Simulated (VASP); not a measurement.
# Os (P6_3/mmc) in VASP: notebook, part 2 of 2

VASP 6.6.1. The steps go on from the part before.

## 3. Single point, LDA

Input file INCAR:

```
SYSTEM = Os
PREC     = Accurate       ! precision mode
ENCUT    = 560            ! plane-wave cutoff, eV
EDIFF    = 1E-6           ! SCF threshold, eV
ISMEAR   = 0              ! smearing method
SIGMA    = 0.2            ! smearing width, eV
LREAL    = .False.        ! projectors in reciprocal space
LASPH    = .True.         ! aspherical terms in the spheres
NELM     = 120            ! most SCF steps
ALGO     = Normal         ! electronic algorithm
ISIF     = 2              ! what is computed and relaxed
LWAVE    = .False.        ! write WAVECAR
LCHARG   = .True.         ! write CHGCAR
GGA      = CA             ! functional
LELF     = .True.         ! ELF
LVHAR    = .True.       
NBANDS   = 23             ! bands
GGA_COMPAT= .False.
```

Input file KPOINTS:

```
Automatic mesh
0
Gamma
  13 13 8
  0 0 0
```

Input file POSCAR:

```
Os
1.0
    2.7175247593      0.0000000000      0.0000000000
   -1.3587623796      2.3534454770      0.0000000000
    0.0000000000      0.0000000000      4.2844606214
Os
2
Direct
    0.3333333333      0.6666666667      0.2500000000
    0.6666666667      0.3333333333      0.7500000000
```

Potentials or basis: VASP PAW LDA potentials, release 64 (Os_sv_GW).

Command:

```
cat potpaw_LDA.64/Os_sv_GW/POTCAR > POTCAR
mpirun -np 1 vasp_std > vasp.out
```

OUTCAR:

```text
SYSTEM = Os
   PREC = Accurate
   ENCUT = 560
   EDIFF = 1E-6
   ISMEAR = 0
   LREAL = .False.
   LASPH = .True.
   NELM = 120
   ISIF = 2
   GGA = CA

 ion  position               nearest neighbor table
   1  0.333  0.667  0.250-   2 2.66   2 2.66   2 2.66   2 2.66   2 2.66   2 2.66
   2  0.667  0.333  0.750-   1 2.66   1 2.66   1 2.66   1 2.66   1 2.66   1 2.66

  LATTYP: Found a hexagonal cell.
 ALAT       =     2.7175247593
 C/A-ratio  =     1.5766040794

  Lattice vectors:

 A1 = (   2.7175247593,   0.0000000000,   0.0000000000)
 A2 = (  -1.3587623796,   2.3534454770,   0.0000000000)
 A3 = (   0.0000000000,   0.0000000000,   4.2844606214)

Analysis of symmetry for initial positions (statically):
=====================================================================
 Subroutine PRICEL returns:
 Original cell was already a primitive cell.

 Routine SETGRP: Setting up the symmetry group for a
 hexagonal supercell.

 Subroutine GETGRP returns: Found 24 space group operations
 (whereof 12 operations were pure point group operations)
 out of a pool of 24 trial point group operations.

The static configuration has the point symmetry D_3d.
 The point group associated with its full space group is D_6h.

Analysis of symmetry for dynamics (positions and initial velocities):
=====================================================================
 Subroutine PRICEL returns:
 Original cell was already a primitive cell.

 Routine SETGRP: Setting up the symmetry group for a
 hexagonal supercell.

 Subroutine GETGRP returns: Found 24 space group operations
 (whereof 12 operations were pure point group operations)
 out of a pool of 24 trial point group operations.

The dynamic configuration has the point symmetry D_3d.
 The point group associated with its full space group is D_6h.

 Subroutine INISYM returns: Found 24 space group operations
 (whereof 12 operations are pure point group operations),
 and found     1 'primitive' translations

----------------------------------------------------------------------------------------

                                     Primitive cell

  volume of cell :      27.4015

  direct lattice vectors                    reciprocal lattice vectors
     2.717524759  0.000000000  0.000000000     0.367981928  0.212454465  0.000000000
    -1.358762380  2.353445477  0.000000000     0.000000000  0.424908930  0.000000000
     0.000000000  0.000000000  4.284460621     0.000000000  0.000000000  0.233401608

  length of vectors
     2.717524759  2.717524759  4.284460621     0.424908930  0.424908930  0.233401608

  position of ions in fractional coordinates (direct lattice)
     0.333333333  0.666666667  0.250000000
     0.666666667  0.333333333  0.750000000

  ion indices of the primitive-cell ions
   primitive index   ion index
                 1           1
                 2           2

----------------------------------------------------------------------------------------

 KPOINTS: Automatic mesh

Automatic generation of k-mesh.
 Grid dimensions read from file:
 generate k-points for:   13   13    8

 Generating k-lattice:

  Cartesian coordinates                     Fractional coordinates (reciprocal lattice)
     0.028306302  0.016342651  0.000000000     0.076923077  0.000000000  0.000000000
     0.000000000  0.032685302  0.000000000     0.000000000  0.076923077  0.000000000
     0.000000000  0.000000000  0.029175201     0.000000000  0.000000000  0.125000000

  Length of vectors
     0.032685302  0.032685302  0.029175201

  Shift w.r.t. Gamma in fractional coordinates (k-lattice)
     0.000000000  0.000000000  0.000000000

 Subroutine IBZKPT returns following result:
 ===========================================

 Found    105 irreducible k-points:

 Following reciprocal coordinates:
            Coordinates               Weight
  0.000000  0.000000  0.000000      1.000000
  0.076923  0.000000  0.000000      6.000000
  0.153846 -0.000000  0.000000      6.000000
  0.230769 -0.000000  0.000000      6.000000
  0.307692 -0.000000  0.000000      6.000000
  0.384615 -0.000000  0.000000      6.000000
[... 16 lines left out ...]
  0.076923  0.000000  0.125000     12.000000
  0.153846 -0.000000  0.125000     12.000000
 [... further k-points ...]
   k-points           NKPTS =    105   k-points in BZ     NKDIM =    105   number of bands    NBANDS=     23
   number of dos      NEDOS =    301   number of ions     NIONS =      2
   total plane-waves  NPLWV =  20736
   dimension x,y,z NGX =    24 NGY =   24 NGZ =   36
   dimension x,y,z NGXF=    48 NGYF=   48 NGZF=   72
   ions per type =               2
   NGX,Y,Z   is equivalent  to a cutoff of  14.68, 14.68, 13.97 a.u.
   NGXF,Y,Z  is equivalent  to a cutoff of  29.36, 29.36, 27.94 a.u.
 SYSTEM =  Os
   PREC   = accura    normal or accurate (medium, high low for compatibility)
   ISTART =      0    job   : 0-new  1-cont  2-samecut
   ICHARG =      2    charge: 1-file 2-atom 10-const
   ISPIN  =      1    spin polarized calculation?
   LNONCOLLINEAR =      F non collinear calculations
   LSORBIT =      F    spin-orbit coupling
   LASPH  =      T    aspherical Exc in radial PAW
   ENCUT  =  560.0 eV  41.16 Ry    6.42 a.u.   5.24  5.24  8.27*2*pi/ulx,y,z
   NELM   =    120;   NELMIN=  2; NELMDL= -5     # of ELM steps
   EDIFF  = 0.1E-05   stopping-criterion for ELM
   LREAL  =      F    real-space projection
[... 7 lines left out ...]
   TEBEG  =    0.0;   TEEND  =   0.0 temperature during run
   PSTRESS=    0.0 pullay stress
   NELECT =      32.0000    total number of electrons
   NUPDOWN=      -1.0000    fix difference up-down
   EMIN   =  10.00;   EMAX   =-10.00  energy-range for DOS
   EFERMI =   0.00;   METHOD = LEGACY
   ISMEAR =     0;   SIGMA  =   0.20  broadening in eV -4-tet -1-fermi 0-gaus
   EFERMI_NEDOS =   21; number of points for ismear=-14 and -15
   IALGO  =     38    algorithm
   IMIX   =      4    mixing-type and parameters
     AMIX     =   0.40;   BMIX     =  1.00
     AMIX_MAG =   1.60;   BMIX_MAG =  1.00
  volume/ion in A,a.u.               =      13.70        92.46
  Fermi-wavevector in a.u.,A,eV,Ry     =   1.723985  3.257860 40.438219  2.972125
  Thomas-Fermi vector in A             =   2.799759
   LORBIT       =      0    0 simple, 1 ext, 2 COOP (PROOUT), +10 PAW based schemes
   GGA     = CA    functional components
   LHFCALC =     F    Hartree Fock is set to
   AEXX    =    0.0000 exact exchange contribution
   IVDW    =     0    specifies the selected vdW correction
   LEPSILON=     F    determine dielectric tensor
   LRPA    =     F    only Hartree local field effects (RPA)
 non-spin polarized calculation
 Gauss-broadening in eV      SIGMA  =   0.20
  energy-cutoff  :      560.00
  volume of cell :       27.40
 maximum number of plane-waves:       836
 NGX is ok and might be reduce to    24
   NGX = 11   NGY = 11   NGZ = 17

 number of electron      31.9999999 magnetization

 Free energy of the ion-electron system (eV)
  ---------------------------------------------------
  ext. energy  EPLUGINS =         0.00000000
  ---------------------------------------------------
  free energy    TOTEN  =       -27.63354877 eV

  energy without entropy =      -27.61038399  energy(sigma->0) =      -27.62196638

 E-fermi :  13.9945     XC(G=0): -14.9445

 val. band max:       13.9775864646   @ k =   0.3077   0.0769   0.2500
 cond. band min:      13.9965029455   @ k =   0.1538   0.0769   0.3750
 fundamental gap:      0.0189164809
 Fermi energy:        13.9945127059

 k-point     1 :       0.0000    0.0000    0.0000
  band No.  band energies     occupation
      1     -72.3381      2.00000
      2     -72.2069      2.00000
      3     -32.6160      2.00000
      4     -31.5928      2.00000
      5     -31.5928      2.00000
      6     -31.3981      2.00000
[... 15 lines left out ...]
     22      27.2925      0.00000
     23      29.7733      0.00000

 k-point     2 :       0.0769    0.0000    0.0000
  band No.  band energies     occupation
      1     -72.3326      2.00000
      2     -72.2049      2.00000
      3     -32.5939      2.00000
      4     -31.6398      2.00000
      5     -31.6088      2.00000
      6     -31.4472      2.00000
[... 564 lines left out ...]
 k-point    24 :       0.1538   -0.0000    0.1250
  band No.  band energies     occupation
      1     -72.3129      2.00000
      2     -72.2041      2.00000
      3     -32.4939      2.00000
      4     -31.7573      2.00000
      5     -31.6436      2.00000
      6     -31.6130      2.00000
[... 15 lines left out ...]
     22      28.7019      0.00000
     23      30.7348      0.00000

 [... further k-points ...]

------------------------ aborting loop because EDIFF is reached ----------------------------------------

  FORCE on cell =-STRESS in cart. coord.  units (eV):
  Direction    XX          YY          ZZ          XY          YZ          ZX
  --------------------------------------------------------------------------------------
  -------------------------------------------------------------------------------------
  Total        0.1309393      0.1309393     -0.0130488      0.0000000     -0.0000000     -0.0000000
  in kB        7.6560861      7.6560861     -0.7629679      0.0000000     -0.0000000     -0.0000000
  external PRESSURE =       4.8497348 kB  Pullay stress =       0.0000000 kB

 VOLUME and BASIS-vectors are now :
 -----------------------------------------------------------------------------
  energy-cutoff  :      560.00
  volume of cell :       27.40
      direct lattice vectors                 reciprocal lattice vectors
     2.717524759  0.000000000  0.000000000     0.367981928  0.212454465  0.000000000
    -1.358762380  2.353445477  0.000000000     0.000000000  0.424908930  0.000000000
     0.000000000  0.000000000  4.284460621     0.000000000  0.000000000  0.233401608

 POSITION                                       TOTAL-FORCE (eV/Angst)
 -----------------------------------------------------------------------------------
     -0.00000      1.56896      1.07112         0.000000      0.000000      0.000000
      1.35876      0.78448      3.21335        -0.000000      0.000000      0.000000
 -----------------------------------------------------------------------------------
    total drift:                               -0.000000      0.000000     -0.000000

  FREE ENERGIE OF THE ION-ELECTRON SYSTEM (eV)
  ---------------------------------------------------
  free  energy   TOTEN  =       -27.6335487687 eV

  energy  without entropy=      -27.6103839866  energy(sigma->0) =      -27.62196638
```

It took 33 s on 1 thread of AMD EPYC 9R45 (Zen 5), shared host; peak memory 0.16 GiB.

What came out:

* Free energy: -27.6335 eV
* Pressure: 0.5 GPa
* Band gap on the k mesh: zero (bands 16 and 17 overlap by 3.96 eV)

Levels at points of the mesh, in eV from the Fermi level:
| k point | band 14 | band 15 | band 16 | band 17 | band 18 | band 19 |
| --- | --- | --- | --- | --- | --- | --- |
| (0.00, 0.00, 0.00) | -2.35 | -2.35 | -1.70 | -1.70 | 0.11 | 1.68 |
| (0.00, 0.00, 0.50) | -3.43 | -3.43 | -3.43 | 0.88 | 0.88 | 0.88 |

Caveat: spin-orbit coupling is left out, which moves the levels of the heavy elements.

## 4. Single point, LDA

Input file INCAR:

```
PREC     = Accurate       # precision mode
ENCUT    = 560            # plane-wave cutoff, eV
EDIFF    = 1E-6           # SCF threshold, eV
ISMEAR   = -1             # smearing method
SIGMA    = 1.0            # smearing width, eV
LREAL    = False          # projectors in reciprocal space
LASPH    = True           # aspherical terms in the spheres
NELM     = 120            # most SCF steps
ALGO     = Normal         # electronic algorithm
ISIF     = 2              # what is computed and relaxed
LWAVE    = False          # write WAVECAR
LCHARG   = False          # write CHGCAR
GGA      = CA             # functional
NBANDS   = 23             # bands
GGA_COMPAT= False
```

Input file KPOINTS:

```
Automatic mesh
0
Gamma
  13 13 8
```

POSCAR is that of step 3.

Command:

```
cat potpaw_LDA.64/Os_sv_GW/POTCAR > POTCAR
mpirun -np 1 vasp_std > vasp.out
```

Run time: 23 s. Hardware: 1 thread of Intel Xeon 6975P-C (Granite Rapids), shared host; peak memory 0.19 GiB.

The run converged. Its results:

```
Free energy            : -30.1043 eV
Pressure               : 24.7 GPa
Band gap on the k mesh : zero (bands 16 and 17 overlap by 4.00 eV)
```

Stress tensor (GPa, compression positive):
```
21.72  0.00  0.00
 0.00 21.72  0.00
 0.00  0.00 30.56
```

Levels at points of the mesh, in eV from the Fermi level:
| k point | band 13 | band 14 | band 15 | band 16 | band 17 | band 18 | band 19 | band 20 |
| --- | --- | --- | --- | --- | --- | --- | --- | --- |
| (0.00, 0.00, 0.00) | -2.95 | -2.36 | -2.36 | -1.70 | -1.70 | -0.01 | 1.69 | 1.69 |
| (0.00, 0.00, 0.50) | -3.45 | -3.45 | -3.45 | -3.45 | 0.89 | 0.89 | 0.89 | 0.89 |

Caveat: the stress differs along the axes, from 22 to 31 GPa; so wide a smearing shifts energies and pressures; spin-orbit coupling is left out, which moves the levels of the heavy elements.

## 5. Single point, LDA

Input file INCAR:

```
ALGO = Normal
EDIFF = 1E-6
ENCUT = 560
GGA = CA
GGA_COMPAT = False
ISIF = 2
ISMEAR = 0
LASPH = True
LCHARG = True
LELF = True
LREAL = False
LVHAR = True
LWAVE = False
NBANDS = 23
NELM = 120
PREC = Accurate
SIGMA = 0.6
```

Input file KPOINTS:

```
k-points
0
Gamma
  13 13 8
```

POSCAR is that of step 4.

Command:

```
cat potpaw_LDA.64/Os_sv_GW/POTCAR > POTCAR
mpirun -np 1 vasp_std > vasp.out
```

Wall time 50 s (1 thread of Intel Xeon Platinum 8259CL at 2.50GHz (Skylake/Cascade Lake), shared host); peak memory 0.19 GiB.

Results (log left out):

```yaml
Free_energy: -27.7273 eV
Pressure: 1.3 GPa
Band_gap_on_the_k_mesh: zero (bands 16 and 17 overlap by 3.97 eV)
```

Stress tensor (GPa, compression positive):
```
0.90 0.00 0.00
0.00 0.90 0.00
0.00 0.00 2.16
```

Levels at points of the mesh, in eV from the Fermi level:
```csv
k point,band 12,band 13,band 14,band 15,band 16,band 17,band 18,band 19,band 20,band 21
"(0.00, 0.00, 0.00)",-3.20,-2.91,-2.32,-2.32,-1.67,-1.67,0.13,1.71,1.71,9.28
"(0.00, 0.00, 0.50)",-3.68,-3.40,-3.40,-3.40,-3.40,0.91,0.91,0.91,0.91,13.03
```

Caveat: so wide a smearing shifts energies and pressures; spin-orbit coupling is left out, which moves the levels of the heavy elements.

## 6. The runs side by side

```tsv
potentials or basis	k mesh	cutoff (eV)	smearing	gap on the mesh (eV)	pressure (GPa)
VASP PAW LDA potentials, release 64 (Os)	22 × 22 × 12	520	fermi-dirac 0.1 eV	none	1.1
VASP PAW LDA potentials, release 64 (Os_sv_GW)	13 × 13 × 8	560	gaussian 0.2 eV	none	0.5
VASP PAW LDA potentials, release 64 (Os_sv_GW)	13 × 13 × 8	560	fermi-dirac 1 eV	none	24.7
VASP PAW LDA potentials, release 64 (Os_sv_GW)	13 × 13 × 8	560	gaussian 0.6 eV	none	1.3
```

Alike in all rows: task single point; level LDA; no spin polarisation; cell as given.

Caveats: spin-orbit coupling is left out, which moves the levels of the heavy elements; so wide a smearing shifts energies and pressures (at least some runs); the stress differs along the axes, from 22 to 31 GPa (at least some runs).

Total energies depend on the potentials used, so only differences within one code and one set of settings carry meaning.

The gap in the log of VASP goes by the Fermi energy; the results here count the filled bands.